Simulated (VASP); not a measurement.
# La2Re (R-3m) in VASP: notebook

La2Re is run at these levels: PBE; tasks: single point.

Everything below comes from runs of VASP 6.6.1. Logs are shortened: lines on timing, memory, paths and dates and some standing lists are left out, and cuts for length are marked.

## 1. The cell of the first run

It takes space group R-3m (No. 166, trigonal). Conventional cell: a = 4.730 Å, b = 4.730 Å, c = 13.663 Å, α = 90.00°, β = 90.00°, γ = 120.00°. La (site symmetry 3m) has 3 Re at 2.83 Å and 4 La at 3.04 to 3.12 Å within 3.7 Å. Re (site symmetry -3m) has 6 La at 2.83 Å within 3.7 Å.

The cell was generated, and may not be a known phase.

## 2. Single point, PBE

INCAR

```
PREC = Accurate
ENCUT = 520
EDIFF = 1E-6
ISMEAR = 0
SIGMA = 0.1
LREAL = F
LASPH = T
NELM = 80
ALGO = Normal
ISIF = 2
LWAVE = F
LCHARG = F
GGA = PE
NBANDS = 22
```

KPOINTS

```
Automatic mesh
0
Gamma
  6 6 6
```

POSCAR

```
La2Re
1.0
    2.3648102900      1.3653238600      4.5541739400
   -2.3648102900      1.3653238600      4.5541739400
    0.0000000000     -2.7306477200      4.5541739400
La Re
2 1
Direct
    0.1113201400      0.1113201400      0.1113201400
    0.8886798600      0.8886798600      0.8886798600
    0.5000000000      0.5000000000      0.5000000000
```

Potentials or basis: VASP PAW PBE potentials, release 64 (La, Re).

Command:

```
> cat potpaw_PBE.64/La/POTCAR potpaw_PBE.64/Re/POTCAR > POTCAR
> mpirun -np 1 vasp_std > vasp.out
```

OUTCAR:

```text
PREC = Accurate
   ENCUT = 520
   EDIFF = 1E-6
   ISMEAR = 0
   LREAL = F
   LASPH = T
   NELM = 80
   ISIF = 2
   GGA = PE

 ion  position               nearest neighbor table
   1  0.111  0.111  0.111-   3 2.83   3 2.83   3 2.83   2 3.04   2 3.12   2 3.12   2 3.12
   2  0.889  0.889  0.889-   3 2.83   3 2.83   3 2.83   1 3.04   1 3.12   1 3.12   1 3.12
   3  0.500  0.500  0.500-   1 2.83   1 2.83   2 2.83   2 2.83   1 2.83   2 2.83

  LATTYP: Found a trigonal (rhomboedric) cell.
 ALAT       =     5.3100788343
 COS(alpha) =     0.6033379316

  Lattice vectors:

 A1 = (   2.3648102900,   1.3653238600,   4.5541739400)
 A2 = (  -2.3648102900,   1.3653238600,   4.5541739400)
 A3 = (   0.0000000000,  -2.7306477200,   4.5541739400)

Analysis of symmetry for initial positions (statically):
=====================================================================
 Subroutine PRICEL returns:
 Original cell was already a primitive cell.

 Routine SETGRP: Setting up the symmetry group for a
 trigonal (rhombohedral) supercell.

 Subroutine GETGRP returns: Found 12 space group operations
 (whereof 12 operations were pure point group operations)
 out of a pool of 12 trial point group operations.

The static configuration has the point symmetry D_3d.

Analysis of symmetry for dynamics (positions and initial velocities):
=====================================================================
 Subroutine PRICEL returns:
 Original cell was already a primitive cell.

 Routine SETGRP: Setting up the symmetry group for a
 trigonal (rhombohedral) supercell.

 Subroutine GETGRP returns: Found 12 space group operations
 (whereof 12 operations were pure point group operations)
 out of a pool of 12 trial point group operations.

The dynamic configuration has the point symmetry D_3d.

 Subroutine INISYM returns: Found 12 space group operations
 (whereof 12 operations are pure point group operations),
 and found     1 'primitive' translations

----------------------------------------------------------------------------------------

                                     Primitive cell

  volume of cell :      88.2252

  direct lattice vectors                    reciprocal lattice vectors
[... 82 lines left out ...]
   ICHARG =      2    charge: 1-file 2-atom 10-const
   ISPIN  =      1    spin polarized calculation?
   LNONCOLLINEAR =      F non collinear calculations
   LSORBIT =      F    spin-orbit coupling
   LASPH  =      T    aspherical Exc in radial PAW
   ENCUT  =  520.0 eV  38.22 Ry    6.18 a.u.   9.87  9.87  9.87*2*pi/ulx,y,z
   NELM   =     80;   NELMIN=  2; NELMDL= -5     # of ELM steps
   EDIFF  = 0.1E-05   stopping-criterion for ELM
   LREAL  =      F    real-space projection
   EDIFFG = 0.1E-04   stopping-criterion for IOM
   NSW    =      0    number of steps for IOM
   IBRION =     -1    ionic relax: 0-MD 1-quasi-New 2-CG
   NFREE  =      0    steps in history (QN), initial steepest desc. (CG)
   ISIF   =      2    stress and relaxation
   ISYM   =      2    0-nonsym 1-usesym 2-fastsym
   POTIM  = 0.5000    time-step for ionic-motion
   TEBEG  =    0.0;   TEEND  =   0.0 temperature during run
   PSTRESS=    0.0 pullay stress
   NELECT =      29.0000    total number of electrons
   NUPDOWN=      -1.0000    fix difference up-down
   EMIN   =  10.00;   EMAX   =-10.00  energy-range for DOS
   EFERMI =   0.00;   METHOD = LEGACY
   ISMEAR =     0;   SIGMA  =   0.10  broadening in eV -4-tet -1-fermi 0-gaus
   EFERMI_NEDOS =   21; number of points for ismear=-14 and -15
   IALGO  =     38    algorithm
   IMIX   =      4    mixing-type and parameters
     AMIX     =   0.40;   BMIX     =  1.00
     AMIX_MAG =   1.60;   BMIX_MAG =  1.00
  volume/ion in A,a.u.               =      29.41       198.46
  Fermi-wavevector in a.u.,A,eV,Ry     =   1.129822  2.135053 17.367795  1.276497
  Thomas-Fermi vector in A             =   2.266516
   LORBIT       =      0    0 simple, 1 ext, 2 COOP (PROOUT), +10 PAW based schemes
   GGA     = PE    functional components
   LHFCALC =     F    Hartree Fock is set to
   AEXX    =    0.0000 exact exchange contribution
   IVDW    =     0    specifies the selected vdW correction
   LEPSILON=     F    determine dielectric tensor
   LRPA    =     F    only Hartree local field effects (RPA)
 non-spin polarized calculation
 Gauss-broadening in eV      SIGMA  =   0.10
  energy-cutoff  :      520.00
  volume of cell :       88.23
 maximum number of plane-waves:      2398
   NGX = 19   NGY = 19   NGZ = 19

 number of electron      29.0000000 magnetization

 Free energy of the ion-electron system (eV)
  ---------------------------------------------------
  ext. energy  EPLUGINS =         0.00000000
  ---------------------------------------------------
  free energy    TOTEN  =       -18.83244500 eV

  energy without entropy =      -18.81797044  energy(sigma->0) =      -18.82520772

 E-fermi :   7.3765     XC(G=0): -10.0296

 val. band max:        7.3657738972   @ k =   0.3333   0.3333   0.3333
 cond. band min:       7.4029063118   @ k =   0.5000   0.5000   0.5000
 fundamental gap:      0.0371324146
 Fermi energy:         7.3764679337

 k-point     1 :       0.0000    0.0000    0.0000
  band No.  band energies     occupation
      1     -25.3165      2.00000
      2     -24.3468      2.00000
      3     -10.1344      2.00000
      4      -9.4817      2.00000
      5      -9.4817      2.00000
      6      -8.2530      2.00000
[... 589 lines left out ...]
     21       9.7416      0.00000
     22       9.8532      0.00000

 [... further k-points ...]

------------------------ aborting loop because EDIFF is reached ----------------------------------------

  FORCE on cell =-STRESS in cart. coord.  units (eV):
  Direction    XX          YY          ZZ          XY          YZ          ZX
  --------------------------------------------------------------------------------------
  -------------------------------------------------------------------------------------
  Total        3.5618756      3.5618756      4.8130156      0.0000000      0.0000000      0.0000000
  in kB       64.6839420     64.6839422     87.4047424      0.0000000      0.0000000      0.0000000
  external PRESSURE =      72.2575422 kB  Pullay stress =       0.0000000 kB

 VOLUME and BASIS-vectors are now :
 -----------------------------------------------------------------------------
  energy-cutoff  :      520.00
  volume of cell :       88.23
      direct lattice vectors                 reciprocal lattice vectors
     2.364810290  1.365323860  4.554173940     0.211433451  0.122071159  0.073192930
    -2.364810290  1.365323860  4.554173940    -0.211433451  0.122071159  0.073192930
     0.000000000 -2.730647720  4.554173940     0.000000000 -0.244142319  0.073192930

 POSITION                                       TOTAL-FORCE (eV/Angst)
 -----------------------------------------------------------------------------------
      0.00000      0.00000      1.52091         0.000000      0.000000     -0.597905
      0.00000      0.00000     12.14161         0.000000      0.000000      0.597905
      0.00000      0.00000      6.83126         0.000000     -0.000000     -0.000000
 -----------------------------------------------------------------------------------
    total drift:                                0.000000      0.000000      0.000000

  FREE ENERGIE OF THE ION-ELECTRON SYSTEM (eV)
  ---------------------------------------------------
  free  energy   TOTEN  =       -18.8324449972 eV

  energy  without entropy=      -18.8179704445  energy(sigma->0) =      -18.82520772
```

OSZICAR:

```text
N       E                     dE             d eps       ncg     rms          rms(c)
DAV:   1     0.344295340768E+03    0.34430E+03   -0.10005E+04  1572   0.188E+03
DAV:   2     0.569440761752E+02   -0.28735E+03   -0.27462E+03  2512   0.416E+02
DAV:   3    -0.779369549528E+01   -0.64738E+02   -0.61944E+02  2372   0.189E+02
DAV:   4    -0.177014939154E+02   -0.99078E+01   -0.93007E+01  2772   0.749E+01
DAV:   5    -0.196789886026E+02   -0.19775E+01   -0.18429E+01  2684   0.300E+01    0.221E+01
DAV:   6    -0.196138529584E+02    0.65136E-01   -0.17036E+01  2816   0.391E+01    0.669E+00
DAV:   7    -0.190339305771E+02    0.57992E+00   -0.97097E+00  2768   0.346E+01    0.121E+01
DAV:   8    -0.188589044067E+02    0.17503E+00   -0.10451E+00  2808   0.113E+01    0.199E+00
DAV:   9    -0.188355533785E+02    0.23351E-01   -0.48263E-01  2754   0.674E+00    0.519E-01
DAV:  10    -0.188323403504E+02    0.32130E-02   -0.71732E-02  2584   0.244E+00    0.242E-01
DAV:  11    -0.188323360495E+02    0.43009E-05   -0.49812E-03  2664   0.871E-01    0.145E-01
DAV:  12    -0.188324374099E+02   -0.10136E-03   -0.75542E-04  2522   0.315E-01    0.442E-02
DAV:  13    -0.188324446714E+02   -0.72615E-05   -0.87774E-05  2616   0.932E-02    0.153E-02
DAV:  14    -0.188324450712E+02   -0.39982E-06   -0.21516E-05  2362   0.461E-02    0.457E-03
DAV:  15    -0.188324449972E+02    0.73960E-07   -0.33074E-06  1730   0.207E-02
   1 F= -.18832445E+02 E0= -.18825208E+02  d E =-.144746E-01
```

stdout:

```text
POSCAR found type information on POSCAR LaRe
 POSCAR found :  2 types and       3 ions
 scaLAPACK will be used
 LDA part: xc-table for (Slater+PW92), standard interpolation
 POSCAR, INCAR and KPOINTS ok, starting setup
 FFT: planning ... GRIDC
 FFT: planning ... GRID_SOFT
 FFT: planning ... GRID
 WAVECAR not read
 entering main loop
```

Wall time 44 s (1 thread of Intel Xeon 6975P-C (Granite Rapids), shared host); peak memory 0.28 GiB.

Results:

```yaml
Free_energy: -18.8324 eV
Pressure: 7.2 GPa
Largest_force: 0.598 eV/Å
Band_gap_on_the_k_mesh: zero (an odd number of electrons rules out a gap without spin polarisation)
```

Forces in eV/Å, atoms in the order of the input:
```
La   0.000  0.000 -0.598
La   0.000  0.000  0.598
Re   0.000  0.000  0.000
```

Caveat: the cell stands under pressure; spin-orbit coupling is left out, which moves the levels of the heavy elements.

## 3. Single point, PBE

This run uses another cell than the first one, of 36.34 Å³/atom.

INCAR

```
PREC = Accurate
ENCUT = 520
EDIFF = 1E-6
ISMEAR = 0
SIGMA = 0.1
LREAL = F
LASPH = T
NELM = 60
ALGO = Normal
ISIF = 2
LWAVE = F
LCHARG = T
GGA = PE
LELF = T
LVHAR = T
NBANDS = 22
```

KPOINTS

```
regular mesh
0
Gamma
  6 6 6
```

POSCAR

```
La2Re
1.0
    2.0907104041      1.2070722146      7.1991322841
   -2.0907104041      1.2070722146      7.1991322841
    0.0000000000     -2.4141444292      7.1991322841
La Re
2 1
Direct
    0.0945858858      0.0945858858      0.0945858858
    0.9054141142      0.9054141142      0.9054141142
    0.5000000000      0.5000000000      0.5000000000
```

Potentials or basis: VASP PAW PBE potentials, release 64 (La, Re).

Command:

```
> cat potpaw_PBE.64/La/POTCAR potpaw_PBE.64/Re/POTCAR > POTCAR
> mpirun -np 1 vasp_std > vasp.out
```

Run time: 2.1 min. Hardware: 1 thread of Intel Xeon 6975P-C (Granite Rapids), shared host; peak memory 0.49 GiB.

Results (log left out):

```yaml
Free_energy: -20.5937 eV
Pressure: 0.2 GPa
Largest_force: 0.036 eV/Å
Band_gap_on_the_k_mesh: zero (an odd number of electrons rules out a gap without spin polarisation)
```

Forces in eV/Å, atoms in the order of the input:
```
La   0.000  0.000 -0.036
La   0.000  0.000  0.036
Re   0.000  0.000  0.000
```

Stress tensor (GPa, compression positive):
```
0.13 0.00 0.00
0.00 0.13 0.00
0.00 0.00 0.33
```

Levels at points of the mesh, in eV from the Fermi level:
```tsv
k point	band 11	band 12	band 13	band 14	band 15	band 16	band 17	band 18	band 19	band 20
(0.00, 0.00, 0.00)	-1.52	-1.52	-1.13	-1.13	-1.03	0.51	1.54	1.54	2.21	2.41
(0.50, 0.00, 0.00)	-0.95	-0.73	-0.46	-0.06	0.01	1.04	1.15	1.84	2.25	2.52
(0.50, 0.50, 0.00)	-0.66	-0.52	-0.39	-0.15	0.01	0.31	1.46	1.63	1.75	2.37
(0.50, 0.50, 0.50)	-1.52	-1.52	-1.35	-1.18	-1.18	0.04	1.45	1.45	2.34	2.46
```

Caveat: spin-orbit coupling is left out, which moves the levels of the heavy elements.

The gap in the log of VASP goes by the Fermi energy; the results here count the filled bands.